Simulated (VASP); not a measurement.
# GaP (F-43m) in VASP: G0W0 quasiparticle levels with PBE

Aim: the G0W0 quasiparticle levels of GaP with PBE.

Program: VASP 6.6.1. These are calculated values, not measurements. Logs are shortened: lines on timing, memory, paths and dates and some standing lists are left out, and cuts for length are marked.

## Step 1: The cell of the first run

The structure is cubic, space group F-43m (No. 216). The conventional cell has a = 5.451 Å, b = 5.451 Å, c = 5.451 Å, α = 90.00°, β = 90.00°, γ = 90.00°. Ga (site symmetry -43m) has 4 P at 2.36 Å within 3.1 Å. Within 3.1 Å of P (site symmetry -43m) lie 4 Ga at 2.36 Å.

## Step 2: G0W0 quasiparticle levels, PBE

POSCAR

```
GaP
1.0
    0.0000000000      2.7253992874      2.7253992874
    2.7253992874      0.0000000000      2.7253992874
    2.7253992874      2.7253992874      0.0000000000
Ga P
1 1
Direct
    0.0000000000      0.0000000000      0.0000000000
    0.2500000000      0.2500000000      0.2500000000
```

INCAR.step1

```
PREC     = Accurate       # precision mode
ENCUT    = 500            # plane-wave cutoff, eV
EDIFF    = 1E-8           # SCF threshold, eV
ISMEAR   = 0              # smearing method
SIGMA    = 0.01           # smearing width, eV
LREAL    = False          # projectors in reciprocal space
LASPH    = True           # aspherical terms in the spheres
NELM     = 100            # most SCF steps
ALGO     = Normal         # electronic algorithm
LWAVE    = True           # write WAVECAR
LCHARG   = False          # write CHGCAR
GGA      = PE             # functional
```

INCAR.step2

```
PREC     = Accurate       # precision mode
ENCUT    = 500            # plane-wave cutoff, eV
EDIFF    = 1E-8           # SCF threshold, eV
ISMEAR   = 0              # smearing method
SIGMA    = 0.01           # smearing width, eV
LREAL    = False          # projectors in reciprocal space
LASPH    = True           # aspherical terms in the spheres
NELM     = 1              # most SCF steps
ALGO     = Exact          # electronic algorithm
LWAVE    = True           # write WAVECAR
LCHARG   = False          # write CHGCAR
GGA      = PE             # functional
NBANDS   = 100            # bands
LOPTICS  = True           # frequency-dependent dielectric function
ISTART   = 1
```

INCAR.step3

```
PREC     = Accurate       # precision mode
ENCUT    = 500            # plane-wave cutoff, eV
EDIFF    = 1E-8           # SCF threshold, eV
ISMEAR   = 0              # smearing method
SIGMA    = 0.01           # smearing width, eV
LREAL    = False          # projectors in reciprocal space
LASPH    = True           # aspherical terms in the spheres
ALGO     = EVGW0          # electronic algorithm
LWAVE    = False          # write WAVECAR
LCHARG   = False          # write CHGCAR
GGA      = PE             # functional
NELMGW   = 1            
NBANDS   = 100            # bands
ENCUTGW  = 100.0          # cutoff of the response function
NOMEGA   = 96             # frequency points
PRECFOCK = Fast         
ISTART   = 1            
NBANDSGW = 17           
OMEGAMAX = 20
```

KPOINTS

```
Automatic mesh
0
Gamma
  6 6 6
```

Potentials or basis: VASP PAW PBE potentials, release 64 (Ga_d_GW, P_GW).

Launch:

```console
$ cat potpaw_PBE.64/Ga_d_GW/POTCAR potpaw_PBE.64/P_GW/POTCAR > POTCAR
$ cp INCAR.step1 INCAR
$ mpirun -np 1 vasp_std > vasp.out
$ cp INCAR.step2 INCAR
$ mpirun -np 1 vasp_std > vasp.out
$ cp INCAR.step3 INCAR
$ mpirun -np 1 vasp_std > vasp.out
```

OUTCAR:

```text
PREC = Accurate
   ENCUT = 500
   EDIFF = 1E-8
   ISMEAR = 0
   LREAL = False
   LASPH = True
   GGA = PE
   NELMGW = 1
   ENCUTGW = 100.0
   PRECFOCK = Fast
   ISTART = 1

 ion  position               nearest neighbor table
   1  0.000  0.000  0.000-   2 2.36   2 2.36   2 2.36   2 2.36
   2  0.250  0.250  0.250-   1 2.36   1 2.36   1 2.36   1 2.36

  LATTYP: Found a face centered cubic cell.
 ALAT       =     5.4507985748

  Lattice vectors:

 A1 = (   0.0000000000,   2.7253992874,   2.7253992874)
 A2 = (   2.7253992874,   0.0000000000,   2.7253992874)
 A3 = (   2.7253992874,   2.7253992874,   0.0000000000)

Analysis of symmetry for initial positions (statically):
=====================================================================
 Subroutine PRICEL returns:
 Original cell was already a primitive cell.

 Routine SETGRP: Setting up the symmetry group for a
 face centered cubic supercell.

 Subroutine GETGRP returns: Found 24 space group operations
 (whereof 24 operations were pure point group operations)
 out of a pool of 48 trial point group operations.

The static configuration has the point symmetry T_d .

Analysis of symmetry for dynamics (positions and initial velocities):
=====================================================================
 Subroutine PRICEL returns:
 Original cell was already a primitive cell.

 Routine SETGRP: Setting up the symmetry group for a
 face centered cubic supercell.

 Subroutine GETGRP returns: Found 24 space group operations
 (whereof 24 operations were pure point group operations)
 out of a pool of 48 trial point group operations.

The dynamic configuration has the point symmetry T_d .

 Subroutine INISYM returns: Found 24 space group operations
 (whereof 24 operations are pure point group operations),
 and found     1 'primitive' translations

----------------------------------------------------------------------------------------

                                     Primitive cell

  volume of cell :      40.4874

  direct lattice vectors                    reciprocal lattice vectors
     0.000000000  2.725399287  2.725399287    -0.183459357  0.183459357  0.183459357
     2.725399287  0.000000000  2.725399287     0.183459357 -0.183459357  0.183459357
     2.725399287  2.725399287  0.000000000     0.183459357  0.183459357 -0.183459357

  length of vectors
     3.854296635  3.854296635  3.854296635     0.317760927  0.317760927  0.317760927

  position of ions in fractional coordinates (direct lattice)
     0.000000000  0.000000000  0.000000000
     0.250000000  0.250000000  0.250000000

  ion indices of the primitive-cell ions
   primitive index   ion index
                 1           1
                 2           2

----------------------------------------------------------------------------------------

 KPOINTS: Automatic mesh

Automatic generation of k-mesh.
 Grid dimensions read from file:
 generate k-points for:    6    6    6

 Generating k-lattice:

  Cartesian coordinates                     Fractional coordinates (reciprocal lattice)
    -0.030576559  0.030576559  0.030576559     0.166666667  0.000000000  0.000000000
     0.030576559 -0.030576559  0.030576559     0.000000000  0.166666667  0.000000000
     0.030576559  0.030576559 -0.030576559     0.000000000  0.000000000  0.166666667

  Length of vectors
     0.052960154  0.052960154  0.052960154

  Shift w.r.t. Gamma in fractional coordinates (k-lattice)
     0.000000000  0.000000000  0.000000000

 Subroutine IBZKPT returns following result:
 ===========================================

 Found     16 irreducible k-points:

 Following reciprocal coordinates:
            Coordinates               Weight
  0.000000  0.000000  0.000000      1.000000
  0.166667  0.000000  0.000000      8.000000
  0.333333  0.000000  0.000000      8.000000
  0.500000  0.000000  0.000000      4.000000
  0.166667  0.166667  0.000000      6.000000
  0.333333  0.166667  0.000000     24.000000
[... 8 lines left out ...]
 -0.333333  0.333333  0.166667     24.000000
 -0.333333  0.500000  0.166667     12.000000
   k-points           NKPTS =     16   k-points in BZ     NKDIM =    216   number of bands    NBANDS=    100
   number of dos      NEDOS =    301   number of ions     NIONS =      2
   total plane-waves  NPLWV =  21952
   dimension x,y,z NGX =    28 NGY =   28 NGZ =   28
   dimension x,y,z NGXF=    56 NGYF=   56 NGZF=   56
   ions per type =               1   1
   NGX,Y,Z   is equivalent  to a cutoff of  12.08, 12.08, 12.08 a.u.
   NGXF,Y,Z  is equivalent  to a cutoff of  24.15, 24.15, 24.15 a.u.
 SYSTEM =  unknown system
   PREC   = accura    normal or accurate (medium, high low for compatibility)
   ISTART =      1    job   : 0-new  1-cont  2-samecut
   ICHARG =      0    charge: 1-file 2-atom 10-const
   ISPIN  =      1    spin polarized calculation?
   LNONCOLLINEAR =      F non collinear calculations
   LSORBIT =      F    spin-orbit coupling
   LASPH  =      T    aspherical Exc in radial PAW
   ENCUT  =  500.0 eV  36.75 Ry    6.06 a.u.   7.03  7.03  7.03*2*pi/ulx,y,z
   NELM   =     60;   NELMIN=  2; NELMDL=  0     # of ELM steps
   EDIFF  = 0.1E-07   stopping-criterion for ELM
   LREAL  =      F    real-space projection
   EDIFFG = 0.1E-06   stopping-criterion for IOM
   NSW    =      0    number of steps for IOM
   IBRION =     -1    ionic relax: 0-MD 1-quasi-New 2-CG
   NFREE  =      0    steps in history (QN), initial steepest desc. (CG)
   ISIF   =      0    stress and relaxation
   ISYM   =      3    0-nonsym 1-usesym 2-fastsym
   POTIM  = 0.5000    time-step for ionic-motion
   TEBEG  =    0.0;   TEEND  =   0.0 temperature during run
   PSTRESS=    0.0 pullay stress
   NELECT =      18.0000    total number of electrons
   NUPDOWN=      -1.0000    fix difference up-down
   EMIN   =  10.00;   EMAX   =-10.00  energy-range for DOS
   EFERMI =   0.00;   METHOD = LEGACY
   ISMEAR =     0;   SIGMA  =   0.01  broadening in eV -4-tet -1-fermi 0-gaus
   EFERMI_NEDOS =   21; number of points for ismear=-14 and -15
   IALGO  =     38    algorithm
   IMIX   =      4    mixing-type and parameters
     AMIX     =   0.40;   BMIX     =  1.00
     AMIX_MAG =   1.60;   BMIX_MAG =  1.00
  volume/ion in A,a.u.               =      20.24       136.61
  Fermi-wavevector in a.u.,A,eV,Ry     =   1.249469  2.361154 21.241050  1.561173
  Thomas-Fermi vector in A             =   2.383508
   LORBIT       =      0    0 simple, 1 ext, 2 COOP (PROOUT), +10 PAW based schemes
   GGA     = PE    functional components
   LHFCALC =     T    Hartree Fock is set to
   PRECFOCK=fast      Normal, Fast or Accurate (Low or Medium for compatibility)
   ENCUT4O =  -1.0   cutoff for four orbital integrals eV
   NKREDX  =     1    reduce k-point grid by
   NKREDY  =     1    reduce k-point grid by
   NKREDZ  =     1    reduce k-point grid by
   AEXX    =    1.0000 exact exchange contribution
   HFSCREEN=    0.0000 screening length (either q_TF or 0.3 A-1)
   HFSCREENC=   0.0000 screening length for correlation (either q_TF or 0.3 A-1)
   ENCUTFOCK=  -1.0 apply spherical cutoff to Coloumb kernel
   IVDW    =     0    specifies the selected vdW correction
   LEPSILON=     F    determine dielectric tensor
   LRPA    =     F    only Hartree local field effects (RPA)
   LRPAFORCE           =     F    calculate RPA forces
   ENCUTGW             = 100.0    cutoff for response function in eV
   ENCUTGWSOFT         =  80.0    soft cutoff for Coulomb kernel in GW response function in eV
   ENCUTLF             =  -1.0    cutoff for local field effects
   NELMGW              =     1    number of iterations in solving QP/BSE equation
   NELMHF              =     1    number of iterations in the inner HF iteration
   NKREDLFX            =     1    NKREDLFY  =   1   NKREDLFZ  =   1
 non-spin polarized calculation
 Gauss-broadening in eV      SIGMA  =   0.01
  energy-cutoff  :      500.00
  volume of cell :       40.49
 maximum number of plane-waves:      1056
  NGX = 16; NGY = 16; NGZ = 16
   NGX = 13   NGY = 13   NGZ = 13
 maximum number of plane-waves:        95
 NGX is ok and might be reduce to    14

 QP shifts <psi_nk| G(iteration)W_0 |psi_nk>: iteration 1
 for sc-GW calculations column KS-energies equals QP-energies in previous step
 and V_xc(KS)=  KS-energies - (<T + V_ion + V_H > + <T+V_H+V_ion>^1  + <V_x>^1)

 k-point   1 :       0.0000    0.0000    0.0000
  band No.  KS-energies  QP-energies   sigma(KS)   V_xc(KS)     V^pw_x(r,r')   Z            occupation Imag(sigma)

      1     -10.1886     -12.9302     -25.6874     -21.6802     -34.9955       0.6841       2.0000       0.1794
      2     -10.1886     -12.9302     -25.6874     -21.6802     -34.9955       0.6841       2.0000       0.1794
      3     -10.1886     -12.9302     -25.6874     -21.6802     -34.9955       0.6841       2.0000       0.1794
      4     -10.0895     -12.8805     -25.8586     -21.8047     -35.1367       0.6885       2.0000       0.1467
      5     -10.0895     -12.8805     -25.8586     -21.8047     -35.1367       0.6885       2.0000       0.1467
      6      -8.1284      -8.4911     -11.9348     -11.3649     -18.6843       0.6365       2.0000       0.9840
[... 9 lines left out ...]
     16      14.0885      14.4015     -10.4134     -10.8317      -5.0132       0.7483       0.0000      -0.2626
     17      16.8071      16.7161      -8.3724      -8.2518      -2.4691       0.7550       0.0000      -0.4904

 k-point   2 :       0.1667    0.0000    0.0000
  band No.  KS-energies  QP-energies   sigma(KS)   V_xc(KS)     V^pw_x(r,r')   Z            occupation Imag(sigma)

      1     -10.2119     -12.9177     -25.5092     -21.5500     -34.8031       0.6834       2.0000       0.1920
      2     -10.1812     -12.9262     -25.7046     -21.6954     -35.0144       0.6847       2.0000       0.1790
      3     -10.1812     -12.9262     -25.7046     -21.6954     -35.0144       0.6847       2.0000       0.1790
      4     -10.0896     -12.8771     -25.8573     -21.8041     -35.1368       0.6877       2.0000       0.1468
      5     -10.0896     -12.8771     -25.8573     -21.8041     -35.1368       0.6877       2.0000       0.1468
      6      -7.7726      -8.1690     -12.1673     -11.5533     -18.8041       0.6455       2.0000       0.9508
[... 9 lines left out ...]
     16      14.4252      14.4586      -8.4294      -8.4734      -2.8068       0.7592       0.0000      -0.3412
     17      16.1590      16.0719      -8.3092      -8.1941      -2.5525       0.7566       0.0000      -0.4390

 k-point   3 :       0.3333    0.0000    0.0000
  band No.  KS-energies  QP-energies   sigma(KS)   V_xc(KS)     V^pw_x(r,r')   Z            occupation Imag(sigma)
[... 253 lines left out ...]
      1     -10.2819     -12.9041     -25.1733     -21.3172     -34.4574       0.6800       2.0000       0.2180
      2     -10.1547     -12.9227     -25.7678     -21.7420     -35.0749       0.6875       2.0000       0.1734
      3     -10.1371     -12.9103     -25.7996     -21.7742     -35.1158       0.6889       2.0000       0.1747
      4     -10.1006     -12.8803     -25.8239     -21.7781     -35.1039       0.6871       2.0000       0.1489
      5     -10.0823     -12.8737     -25.8673     -21.8159     -35.1546       0.6890       2.0000       0.1458
      6      -5.4008      -5.8457     -13.3186     -12.6701     -19.2249       0.6860       2.0000       0.6945
[... 9 lines left out ...]
     16      17.0901      17.3449     -10.2466     -10.5916      -3.9471       0.7385       0.0000      -0.5663
     17      18.6815      18.7129      -8.8994      -8.9416      -2.7002       0.7448       0.0000      -0.6146

 k-point  16 :      -0.3333    0.5000    0.1667
  band No.  KS-energies  QP-energies   sigma(KS)   V_xc(KS)     V^pw_x(r,r')   Z            occupation Imag(sigma)

      1     -10.2928     -12.9102     -25.1620     -21.3085     -34.4463       0.6792       2.0000       0.2180
      2     -10.1434     -12.9169     -25.7990     -21.7702     -35.1120       0.6884       2.0000       0.1734
      3     -10.1293     -12.9013     -25.7981     -21.7719     -35.1090       0.6885       2.0000       0.1716
      4     -10.1103     -12.8842     -25.8096     -21.7675     -35.0909       0.6862       2.0000       0.1527
      5     -10.0768     -12.8745     -25.8773     -21.8260     -35.1667       0.6906       2.0000       0.1447
      6      -5.0976      -5.5297     -13.4412     -12.8107     -19.2783       0.6855       2.0000       0.6642
[... 9 lines left out ...]
     16      17.8880      18.2672     -10.5715     -11.0886      -4.0076       0.7333       0.0000      -0.6407
     17      18.1147      18.2916     -10.2094     -10.4477      -3.8652       0.7422       0.0000      -0.6458
```

Wall time 12 min (1 thread of AMD EPYC 7R43 (Zen 3), shared host); peak memory 0.65 GiB.

What came out:

```
Quasiparticle gap                                   : 2.09 eV
Least direct quasiparticle gap                      : 2.74 eV
Band gap of the starting levels on the mesh         : 1.65 eV
Least direct gap of the starting levels on the mesh : 1.82 eV
```

Caveat: bands, screening cutoff and mesh are small and nothing is extrapolated, so the quasiparticle values aren't converged.
